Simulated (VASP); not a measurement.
Write the native input for VASP 6.6.1 that does the following.

* Task: single point
* Functional: HSE06
* Potentials or basis: VASP PAW PBE potentials, release 64 (Li_sv, H)
* Cutoff: 520 eV
* k mesh: 4 × 4 × 4
* Occupations: fermi-dirac, width 0.05 eV
* Spin: no spin polarisation
* Dipole correction: no
* Grid for exact exchange (PRECFOCK): Normal
* Further INCAR settings: ALGO = Normal; EDIFF = 1e-07; NBANDS = 9
* Share of exact exchange: 0.25
* Screening parameter: 0.2079 1/Å

The system is LiH (rock salt type).

```
CELL_PARAMETERS angstrom
0.00000 1.95490 1.95490
1.95490 0.00000 1.95490
1.95490 1.95490 0.00000
ATOMIC_POSITIONS crystal
Li 0.00000 0.00000 0.00000
H 0.50000 0.50000 0.50000
```

These files were run (other wordings do the same):

POSCAR

```
LiH
1.0
    0.0000000000      1.9549035407      1.9549035407
    1.9549035407      0.0000000000      1.9549035407
    1.9549035407      1.9549035407      0.0000000000
Li H
1 1
Direct
    0.0000000000      0.0000000000      0.0000000000
    0.5000000000      0.5000000000      0.5000000000
```

INCAR.step1

```
SYSTEM = LiH
  ALGO = Normal
  EDIFF = 1E-5
  ENCUT = 520
  GGA = PE
  ISIF = 2
  ISMEAR = -1
  LASPH = .TRUE.
  LCHARG = .FALSE.
  LREAL = .FALSE.
  LWAVE = .TRUE.
  NBANDS = 9
  NELM = 60
  PREC = Accurate
  SIGMA = 0.05
```

INCAR.step2

```
SYSTEM = LiH
  ALGO = Normal
  EDIFF = 1E-7
  ENCUT = 520
  GGA = PE
  HFSCREEN = 0.2079
  ISIF = 2
  ISMEAR = -1
  ISTART = 1
  LASPH = .TRUE.
  LCHARG = .FALSE.
  LHFCALC = .TRUE.
  LREAL = .FALSE.
  LWAVE = .FALSE.
  NBANDS = 9
  NELM = 60
  PREC = Accurate
  PRECFOCK = Normal
  SIGMA = 0.05
```

KPOINTS

```
k-points
0
G
  4 4 4
  0 0 0
```

Potentials or basis: VASP PAW PBE potentials, release 64 (Li_sv, H).

Run with:

```sh
$ cat potpaw_PBE.64/Li_sv/POTCAR potpaw_PBE.64/H/POTCAR > POTCAR
$ cp INCAR.step1 INCAR
$ mpirun -np 1 vasp_std > vasp.out
$ cp INCAR.step2 INCAR
$ mpirun -np 1 vasp_std > vasp.out
```

Results of the run:

The band gap on the k mesh is 3.96 eV.

Caveat: the k points lie up to 0.70 Å⁻¹ apart.

Run time: 17 s on 1 thread of Intel(R) Xeon(R) Platinum 8375C CPU @ 2.90GHz (Ice Lake), with other jobs on the host, peak memory 0.22 GiB.
